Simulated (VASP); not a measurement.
The system is Ti.

```
Ti
1.0
     2.95000    0.00000    0.00000
    -1.47500    2.55477    0.00000
     0.00000    0.00000    4.68000
Ti
2
Direct
  0.33333 0.66667 0.25000
  0.66667 0.33333 0.75000
```

| Item | Value |
| --- | --- |
| Program | VASP 6.6.1 |
| Task | relaxation of cell and atoms |
| Functional | PBEsol |
| Potentials or basis | VASP PAW PBE potentials, release 64 (Ti_sv) |
| Cutoff | 600 eV |
| k mesh | 18 × 18 × 10 |
| Occupations | gaussian, width 0.1 eV |
| Spin | no spin polarisation |

At the start: pressure -5.9 GPa; volume 17.64 Å³/atom.

Q: Where does the relaxation end?

A: Over 13 steps the energy falls by 18.6 meV/atom and the volume is 16.67 Å³/atom (-5.5 %); space group P6_3/mmc (No. 194, to 0.1 Å) before and after.

The path:
```tsv
step	energy change (eV)	largest force (eV/Å)	pressure (GPa)	volume (Å³)
1	0.0000	0.0000	-5.94	35.27
2	-0.0165	0.0000	5.17	32.04
3	-0.0372	0.0000	0.00	33.37
4	-0.0372	0.0000	0.04	33.33
5	-0.0373	0.0000	0.15	33.35
6	-0.0373	0.0000	0.22	33.38
7	-0.0372	0.0000	-0.17	33.44
8	-0.0372	0.0000	-0.17	33.40
9	-0.0372	0.0000	-0.16	33.39
10	-0.0372	0.0000	-0.09	33.38
11	-0.0373	0.0000	-0.06	33.38
12	-0.0373	0.0000	-0.05	33.38
13	-0.0373	0.0000	-0.01	33.35
```

Final structure:
```
Ti
1.0
     2.89770    0.00000    0.00000
    -1.44885    2.50948    0.00000
     0.00000    0.00000    4.58567
Ti
2
Direct
  0.33333 0.66667 0.25000
  0.66667 0.33333 0.75000
```

Caveat: the PAW data sets were made with another functional, which shifts forces and pressure a little.
